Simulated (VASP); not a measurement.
# Sn (P6_3/mmc) in VASP: notebook

Runs on Sn. Level: PBE. Tasks: single point.

Everything below comes from runs of VASP 6.6.1. Logs are shortened: lines on timing, memory, paths and dates and some standing lists are left out, and cuts for length are marked.

## 1. The cell of the first run

The structure is hexagonal, space group P6_3/mmc (No. 194). The conventional cell has a = 2.874 Å, b = 2.874 Å, c = 9.368 Å, α = 90.00°, β = 90.00°, γ = 120.00°. Within 3.8 Å of Sn (site symmetry -3m) lie 12 Sn at 2.87 Å. Within 3.8 Å of Sn (site symmetry -6m2) lie 12 Sn at 2.87 Å.

This isn't the form of Sn at room conditions, which is tetragonal (white tin).

## 2. Single point, PBE (16.75 Å³/atom)

File INCAR:

```
ALGO = Normal ; EDIFF = 1E-6
ENCUT = 520 ; GGA = PE
ISIF = 2 ; ISMEAR = -1
LASPH = T ; LCHARG = F
LREAL = F ; LWAVE = F
NBANDS = 36 ; NELM = 60
PREC = Accurate ; SIGMA = 0.1
```

File KPOINTS:

```
k-points
0
Gamma
  12 12 3
```

File POSCAR:

```
Sn
1.0
    2.8736409741      0.0000000000      0.0000000000
   -1.4368204870      2.4886460849      0.0000000000
    0.0000000000      0.0000000000      9.3678910881
Sn
4
Direct
    0.0000000000      0.0000000000      0.0000000000
    0.0000000000      0.0000000000      0.5000000000
    0.3333333333      0.6666666667      0.2500000000
    0.6666666667      0.3333333333      0.7500000000
```

Potentials or basis: VASP PAW PBE potentials, release 64 (Sn_d).

Launch:

```
> cat potpaw_PBE.64/Sn_d/POTCAR > POTCAR
> mpirun -np 1 vasp_std > vasp.out
```

OUTCAR:

```text
EDIFF = 1E-6
   ENCUT = 520
   GGA = PE
   ISIF = 2
   ISMEAR = -1
   LASPH = T
   LREAL = F
   NELM = 60
   PREC = Accurate

 ion  position               nearest neighbor table
   1  0.000  0.000  0.000-   3 2.87   4 2.87   3 2.87   4 2.87   4 2.87   3 2.87
   2  0.000  0.000  0.500-   3 2.87   4 2.87   3 2.87   4 2.87   4 2.87   3 2.87
   3  0.333  0.667  0.250-   1 2.87   2 2.87   1 2.87   2 2.87   1 2.87   2 2.87
   4  0.667  0.333  0.750-   1 2.87   2 2.87   1 2.87   2 2.87   1 2.87   2 2.87

  LATTYP: Found a hexagonal cell.
 ALAT       =     2.8736409741
 C/A-ratio  =     3.2599378880

  Lattice vectors:

 A1 = (   2.8736409741,   0.0000000000,   0.0000000000)
 A2 = (  -1.4368204870,   2.4886460849,   0.0000000000)
 A3 = (   0.0000000000,   0.0000000000,   9.3678910881)

Analysis of symmetry for initial positions (statically):
=====================================================================
 Subroutine PRICEL returns:
 Original cell was already a primitive cell.

 Routine SETGRP: Setting up the symmetry group for a
 hexagonal supercell.

 Subroutine GETGRP returns: Found 24 space group operations
 (whereof 12 operations were pure point group operations)
 out of a pool of 24 trial point group operations.

The static configuration has the point symmetry D_3d.
 The point group associated with its full space group is D_6h.

Analysis of symmetry for dynamics (positions and initial velocities):
=====================================================================
 Subroutine PRICEL returns:
 Original cell was already a primitive cell.

 Routine SETGRP: Setting up the symmetry group for a
 hexagonal supercell.

 Subroutine GETGRP returns: Found 24 space group operations
 (whereof 12 operations were pure point group operations)
 out of a pool of 24 trial point group operations.

The dynamic configuration has the point symmetry D_3d.
 The point group associated with its full space group is D_6h.

 Subroutine INISYM returns: Found 24 space group operations
 (whereof 12 operations are pure point group operations),
 and found     1 'primitive' translations

----------------------------------------------------------------------------------------

                                     Primitive cell

  volume of cell :      66.9942

  direct lattice vectors                    reciprocal lattice vectors
     2.873640974  0.000000000  0.000000000     0.347990584  0.200912457  0.000000000
    -1.436820487  2.488646085  0.000000000     0.000000000  0.401824914  0.000000000
     0.000000000  0.000000000  9.367891088     0.000000000  0.000000000  0.106747612

  length of vectors
     2.873640974  2.873640974  9.367891088     0.401824914  0.401824914  0.106747612

  position of ions in fractional coordinates (direct lattice)
     0.000000000  0.000000000  0.000000000
     0.000000000  0.000000000  0.500000000
     0.333333333  0.666666667  0.250000000
     0.666666667  0.333333333  0.750000000

  ion indices of the primitive-cell ions
   primitive index   ion index
                 1           1
                 2           2
                 3           3
                 4           4

----------------------------------------------------------------------------------------

 KPOINTS: k-points

Automatic generation of k-mesh.
 Grid dimensions read from file:
 generate k-points for:   12   12    3

 Generating k-lattice:

  Cartesian coordinates                     Fractional coordinates (reciprocal lattice)
     0.028999215  0.016742705  0.000000000     0.083333333  0.000000000  0.000000000
     0.000000000  0.033485410  0.000000000     0.000000000  0.083333333  0.000000000
     0.000000000  0.000000000  0.035582537     0.000000000  0.000000000  0.333333333

  Length of vectors
     0.033485410  0.033485410  0.035582537

  Shift w.r.t. Gamma in fractional coordinates (k-lattice)
     0.000000000  0.000000000  0.000000000

 Subroutine IBZKPT returns following result:
 ===========================================

 Found     38 irreducible k-points:

 Following reciprocal coordinates:
            Coordinates               Weight
  0.000000  0.000000  0.000000      1.000000
  0.083333 -0.000000  0.000000      6.000000
  0.166667  0.000000  0.000000      6.000000
  0.250000  0.000000  0.000000      6.000000
  0.333333  0.000000  0.000000      6.000000
  0.416667 -0.000000  0.000000      6.000000
[... 16 lines left out ...]
  0.250000  0.000000  0.333333     12.000000
  0.333333  0.000000  0.333333     12.000000
 [... further k-points ...]
   k-points           NKPTS =     38   k-points in BZ     NKDIM =     38   number of bands    NBANDS=     36
   number of dos      NEDOS =    301   number of ions     NIONS =      4
   total plane-waves  NPLWV =  40320
   dimension x,y,z NGX =    24 NGY =   24 NGZ =   70
   dimension x,y,z NGXF=    48 NGYF=   48 NGZF=  140
   ions per type =               4
   NGX,Y,Z   is equivalent  to a cutoff of  13.88, 13.88, 12.42 a.u.
   NGXF,Y,Z  is equivalent  to a cutoff of  27.77, 27.77, 24.84 a.u.
 SYSTEM =  unknown system
   PREC   = accura    normal or accurate (medium, high low for compatibility)
   ISTART =      0    job   : 0-new  1-cont  2-samecut
   ICHARG =      2    charge: 1-file 2-atom 10-const
   ISPIN  =      1    spin polarized calculation?
   LNONCOLLINEAR =      F non collinear calculations
   LSORBIT =      F    spin-orbit coupling
   LASPH  =      T    aspherical Exc in radial PAW
   ENCUT  =  520.0 eV  38.22 Ry    6.18 a.u.   5.34  5.34 17.42*2*pi/ulx,y,z
   NELM   =     60;   NELMIN=  2; NELMDL= -5     # of ELM steps
   EDIFF  = 0.1E-05   stopping-criterion for ELM
   LREAL  =      F    real-space projection
   EDIFFG = 0.1E-04   stopping-criterion for IOM
   NSW    =      0    number of steps for IOM
   IBRION =     -1    ionic relax: 0-MD 1-quasi-New 2-CG
   NFREE  =      0    steps in history (QN), initial steepest desc. (CG)
   ISIF   =      2    stress and relaxation
   ISYM   =      2    0-nonsym 1-usesym 2-fastsym
   POTIM  = 0.5000    time-step for ionic-motion
   TEBEG  =    0.0;   TEEND  =   0.0 temperature during run
   PSTRESS=    0.0 pullay stress
   NELECT =      56.0000    total number of electrons
   NUPDOWN=      -1.0000    fix difference up-down
   EMIN   =  10.00;   EMAX   =-10.00  energy-range for DOS
   EFERMI =   0.00;   METHOD = LEGACY
   ISMEAR =    -1;   SIGMA  =   0.10  broadening in eV -4-tet -1-fermi 0-gaus
   EFERMI_NEDOS =   21; number of points for ismear=-14 and -15
   IALGO  =     38    algorithm
   IMIX   =      4    mixing-type and parameters
     AMIX     =   0.40;   BMIX     =  1.00
     AMIX_MAG =   1.60;   BMIX_MAG =  1.00
  volume/ion in A,a.u.               =      16.75       113.02
  Fermi-wavevector in a.u.,A,eV,Ry     =   1.542144  2.914230 32.357498  2.378209
  Thomas-Fermi vector in A             =   2.647990
   LORBIT       =      0    0 simple, 1 ext, 2 COOP (PROOUT), +10 PAW based schemes
   GGA     = PE    functional components
   LHFCALC =     F    Hartree Fock is set to
   AEXX    =    0.0000 exact exchange contribution
   IVDW    =     0    specifies the selected vdW correction
   LEPSILON=     F    determine dielectric tensor
   LRPA    =     F    only Hartree local field effects (RPA)
 non-spin polarized calculation
  energy-cutoff  :      520.00
  volume of cell :       66.99
 maximum number of plane-waves:      1829
 NGX is ok and might be reduce to    24
   NGX = 11   NGY = 11   NGZ = 35

 number of electron      56.0000015 magnetization

 Free energy of the ion-electron system (eV)
  ---------------------------------------------------
  ext. energy  EPLUGINS =         0.00000000
  ---------------------------------------------------
  free energy    TOTEN  =        -8.26522262 eV

  energy without entropy =       -8.21978526  energy(sigma->0) =       -8.24250394

 E-fermi :  15.7632     XC(G=0): -12.8558

 val. band max:       15.7553610377   @ k =   0.2500   0.0833   0.0000
 cond. band min:      15.7664741881   @ k =   0.2500   0.1667   0.3333
 fundamental gap:      0.0111131504
 Fermi energy:        15.7631523061

 k-point     1 :       0.0000    0.0000    0.0000
  band No.  band energies     occupation
      1      -6.8456      2.00000
      2      -6.7668      2.00000
      3      -6.7333      2.00000
      4      -6.6919      2.00000
      5      -6.6892      2.00000
      6      -6.6892      2.00000
[... 28 lines left out ...]
     35      25.9985      0.00000
     36      26.3741      0.00000

 k-point     2 :       0.0833   -0.0000    0.0000
  band No.  band energies     occupation
      1      -6.8239      2.00000
      2      -6.7725      2.00000
      3      -6.7275      2.00000
      4      -6.6923      2.00000
      5      -6.6916      2.00000
      6      -6.6903      2.00000
[... 28 lines left out ...]
     35      25.6888      0.00000
     36      25.8083      0.00000

 k-point     3 :       0.1667    0.0000    0.0000
  band No.  band energies     occupation
      1      -6.8440      2.00000
      2      -6.7876      2.00000
      3      -6.7616      2.00000
      4      -6.6879      2.00000
      5      -6.6755      2.00000
      6      -6.6581      2.00000
[... 28 lines left out ...]
     35      25.0408      0.00000
     36      25.1698      0.00000

 k-point     4 :       0.2500    0.0000    0.0000
  band No.  band energies     occupation
      1      -6.9275      2.00000
      2      -6.8304      2.00000
      3      -6.8203      2.00000
      4      -6.7228      2.00000
      5      -6.7145      2.00000
      6      -6.6204      2.00000
[... 28 lines left out ...]
     35      22.9773      0.00000
     36      23.6346      0.00000

 k-point     5 :       0.3333    0.0000    0.0000
  band No.  band energies     occupation
      1      -7.0117      2.00000
      2      -6.8868      2.00000
      3      -6.8768      2.00000
      4      -6.8135      2.00000
      5      -6.7750      2.00000
      6      -6.6637      2.00000
[... 655 lines left out ...]
 k-point    22 :       0.1667    0.0000    0.3333
  band No.  band energies     occupation
      1      -6.8375      2.00000
      2      -6.8148      2.00000
      3      -6.7331      2.00000
      4      -6.6971      2.00000
      5      -6.6701      2.00000
      6      -6.6437      2.00000
[... 28 lines left out ...]
     35      24.6213      0.00000
     36      25.2919      0.00000

 k-point    23 :       0.2500    0.0000    0.3333
  band No.  band energies     occupation
      1      -6.9168      2.00000
      2      -6.8804      2.00000
      3      -6.7667      2.00000
      4      -6.7156      2.00000
      5      -6.6828      2.00000
      6      -6.6354      2.00000
[... 28 lines left out ...]
     35      24.0011      0.00000
     36      24.0335      0.00000

 k-point    24 :       0.3333    0.0000    0.3333
  band No.  band energies     occupation
      1      -6.9950      2.00000
      2      -6.9455      2.00000
      3      -6.8187      2.00000
      4      -6.7758      2.00000
      5      -6.7609      2.00000
      6      -6.6995      2.00000
[... 28 lines left out ...]
     35      22.9547      0.00000
     36      23.3134      0.00000

 [... further k-points ...]
[... 5 lines left out ...]
  --------------------------------------------------------------------------------------
  -------------------------------------------------------------------------------------
  Total       33.9171155     33.9171155     33.8845219      0.0000000     -0.0000000      0.0000000
  in kB      811.1328932    811.1328931    810.3534110      0.0000000     -0.0000000      0.0000000
  external PRESSURE =     810.8730658 kB  Pullay stress =       0.0000000 kB

 VOLUME and BASIS-vectors are now :
 -----------------------------------------------------------------------------
  energy-cutoff  :      520.00
  volume of cell :       66.99
      direct lattice vectors                 reciprocal lattice vectors
     2.873640974  0.000000000  0.000000000     0.347990584  0.200912457  0.000000000
    -1.436820487  2.488646085  0.000000000     0.000000000  0.401824914  0.000000000
     0.000000000  0.000000000  9.367891088     0.000000000  0.000000000  0.106747612

 POSITION                                       TOTAL-FORCE (eV/Angst)
 -----------------------------------------------------------------------------------
      0.00000      0.00000      0.00000         0.000000      0.000000      0.000000
      0.00000      0.00000      4.68395         0.000000      0.000000      0.000000
     -0.00000      1.65910      2.34197        -0.000000      0.000000      0.000000
      1.43682      0.82955      7.02592         0.000000      0.000000     -0.000000
 -----------------------------------------------------------------------------------
    total drift:                               -0.000000      0.000000      0.000000

  FREE ENERGIE OF THE ION-ELECTRON SYSTEM (eV)
  ---------------------------------------------------
  free  energy   TOTEN  =        -8.2652226197 eV

  energy  without entropy=       -8.2197852557  energy(sigma->0) =       -8.24250394
```

Run time: 99 s. Hardware: 1 thread of Intel Xeon 8259CL, shared host; peak memory 0.22 GiB.

What came out:

| Quantity | Value |
| --- | --- |
| Free energy | -8.2652 eV |
| Pressure | 81.1 GPa |
| Band gap on the k mesh | zero (bands 28 and 29 overlap by 13.13 eV) |

Caveat: the cell stands under pressure; spin-orbit coupling is left out, which moves the levels of the heavy elements.

## 3. Single point, PBE (21.21 Å³/atom)

This run uses another cell than the first one, of 21.21 Å³/atom.

File INCAR:

```
PREC = Accurate ; ENCUT = 520
EDIFF = 1E-6 ; ISMEAR = -1
SIGMA = 0.1 ; LREAL = F
LASPH = T ; NELM = 60
ALGO = Normal ; ISIF = 2
LWAVE = F ; LCHARG = F
GGA = PE ; NBANDS = 36
```

File KPOINTS:

```
regular mesh
0
Gamma
  12 12 3
```

File POSCAR:

```
Sn
1.0
    3.1128505693      0.0000000000      0.0000000000
   -1.5564252847      2.6958076712      0.0000000000
    0.0000000000      0.0000000000     10.1123628275
Sn
4
Direct
    0.0000000000      0.0000000000      0.0000000000
    0.0000000000      0.0000000000      0.5000000000
    0.3333333333      0.6666666667      0.2500000000
    0.6666666667      0.3333333333      0.7500000000
```

Potentials or basis: VASP PAW PBE potentials, release 64 (Sn_d).

Launch:

```
> cat potpaw_PBE.64/Sn_d/POTCAR > POTCAR
> mpirun -np 1 vasp_std > vasp.out
```

Run time: 2.1 min. Hardware: 1 thread of Intel Xeon 8259CL, shared host; peak memory 0.24 GiB.

The run converged. Its results:

* Free energy: -13.5876 eV
* Pressure: 24.5 GPa
* Band gap on the k mesh: zero (bands 28 and 29 overlap by 10.74 eV)

Stress tensor (GPa, compression positive):
```
24.56  0.00  0.00
 0.00 24.56  0.00
 0.00  0.00 24.41
```

Levels at points of the mesh, in eV from the Fermi level:
| k point | band 26 | band 27 | band 28 | band 29 | band 30 | band 31 |
| --- | --- | --- | --- | --- | --- | --- |
| (0.00, 0.00, 0.00) | 1.46 | 1.46 | 7.26 | 7.26 | 8.25 | 8.25 |
| (0.50, 0.00, 0.00) | -5.42 | -1.80 | -1.72 | -0.68 | 0.40 | 2.32 |

Caveat: the cell stands under pressure; spin-orbit coupling is left out, which moves the levels of the heavy elements.
